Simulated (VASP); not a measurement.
A run of VASP 6.6.1 is set up as follows.

The input POSCAR:

```
Nb
1.0
   -1.6502000000      1.6502000000      1.6502000000
    1.6502000000     -1.6502000000      1.6502000000
    1.6502000000      1.6502000000     -1.6502000000
Nb
1
Direct
    0.0000000000      0.0000000000      0.0000000000
```

INCAR.step1

```
PREC = Accurate
ENCUT = 600
ISMEAR = -1
SIGMA = 0.1
LREAL = False
LASPH = True
NELM = 100
GGA = PE
ALGO = Normal
EDIFF = 1E-4
LWAVE = True
LCHARG = False
```

INCAR.step2

```
PREC = Accurate
ENCUT = 600
EDIFF = 1E-7
ISMEAR = -1
SIGMA = 0.1
LREAL = False
LASPH = True
NELM = 100
ALGO = Normal
ISIF = 3
LWAVE = False
LCHARG = False
METAGGA = R2SCAN
LMIXTAU = True
IBRION = 2
NSW = 80
EDIFFG = -0.01
ISTART = 1
```

Contents of KPOINTS:

```
Automatic mesh
0
Gamma
  13 13 13
```

Potentials or basis: VASP PAW PBE potentials, release 64 (Nb_sv).

Launch:

```bash
$ cat potpaw_PBE.64/Nb_sv/POTCAR > POTCAR
$ cp INCAR.step1 INCAR
$ mpirun -np 1 vasp_std > vasp.out
$ cp INCAR.step2 INCAR
$ mpirun -np 1 vasp_std > vasp.out
```

**Question.** Estimate the relaxed volume.

**Answer.** 17.99 Å³/atom.

**Question.** What does it give for the space group after relaxing (to 0.05 Å)?

**Answer.** Im-3m (No. 229).

**Question.** What does it give for the relaxed cell?

**Answer.** a = 2.859 Å, b = 2.859 Å, c = 2.859 Å, α = 109.47°, β = 109.47°, γ = 109.47°.

Final structure:
```
Nb
1.0
    -1.65067    1.65067    1.65067
     1.65067   -1.65067    1.65067
     1.65067    1.65067   -1.65067
Nb
1
Direct
  0.00000 0.00000 0.00000
```

Caveat: the PAW data sets were made with another functional, which shifts forces and pressure a little.
